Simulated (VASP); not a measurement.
A run of VASP 6.6.1 is set up as follows.

The input INCAR:

```
ALGO = Normal
EDIFF = 1E-7
ENCUT = 520
GGA = PS
ISIF = 2
ISMEAR = -1
LASPH = T
LCHARG = T
LELF = T
LREAL = F
LVHAR = T
LWAVE = F
NBANDS = 36
NELM = 60
PREC = Accurate
SIGMA = 0.05
```

File KPOINTS:

```
k-points
0
Gamma
  2 2 2
```

POSCAR

```
Ge
1.0
    0.0000000000      2.8857400000      5.1156650000
    2.6304970000      0.0000000000      5.1156650000
    2.6304970000      2.8857400000      0.0000000000
Ge
4
Direct
    0.7818669997      0.7818669997      0.2181330003
    0.2181330003      0.2181330003      0.7818669997
    0.2735099992      0.7264900008      0.2735099992
    0.7264900008      0.2735099992      0.7264900008
```

Potentials or basis: VASP PAW PBE potentials, release 64 (Ge_d).

The run is started by

```bash
$ cat potpaw_PBE.64/Ge_d/POTCAR > POTCAR
$ mpirun -np 1 vasp_std > vasp.out
```

Predict the pressure.

0.9 GPa.

Predict the largest force.

0.721 eV/Å.

Predict the band gap on the k mesh.

zero (band 28 reaches 6.96 eV, above the bottom of band 29 at 4.30 eV).

Forces in eV/Å, atoms in the order of the input:
```
Ge   0.000  0.000  0.721
Ge   0.000  0.000 -0.721
Ge   0.000  0.631  0.000
Ge   0.000 -0.631  0.000
```

Caveat: the k points lie up to 0.86 Å⁻¹ apart; the PAW data sets were made with another functional, which shifts forces and pressure a little.
